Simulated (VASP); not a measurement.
Input of a VASP 6.6.1 run:

File INCAR:

```
  ALGO = Normal
  EDIFF = 1E-8
  ENCUT = 600
  GGA = PE
  IBRION = 6
  ISIF = 3
  ISMEAR = 0
  LASPH = True
  LCHARG = False
  LREAL = False
  LWAVE = False
  NBANDS = 16
  NELM = 80
  NFREE = 2
  NSW = 1
  POTIM = 0.015
  PREC = Accurate
  SIGMA = 0.01
```

KPOINTS

```
k-points
0
Gamma
  8 8 8
```

The input POSCAR:

```
GaAs
1.0
    0.0000000000      2.8714634928      2.8714634928
    2.8714634928      0.0000000000      2.8714634928
    2.8714634928      2.8714634928      0.0000000000
Ga As
1 1
Direct
    0.0000000000      0.0000000000      0.0000000000
    0.2500000000      0.2500000000      0.2500000000
```

Potentials or basis: VASP PAW PBE potentials, release 64 (Ga_d, As).

Launch:

```console
$ cat potpaw_PBE.64/Ga_d/POTCAR potpaw_PBE.64/As/POTCAR > POTCAR
$ mpirun -np 1 vasp_std > vasp.out
```

Question: Estimate the elastic constants C11, C12, C44.

Answer: 100, 42, 51 GPa.

Question: Estimate the Voigt bulk modulus.

Answer: 62 GPa.

Question: What does it give for the highest phonon frequency at Γ, LO-TO splitting left out?

Answer: 253 cm⁻¹.

Elastic tensor in Voigt notation (GPa, in the Cartesian axes of the cell as first typed):
```
100  42  42   0   0   0
 42 100  42   0   0   0
 42  42 100   0   0   0
  0   0   0  51   0   0
  0   0   0   0  51   0
  0   0   0   0   0  51
```
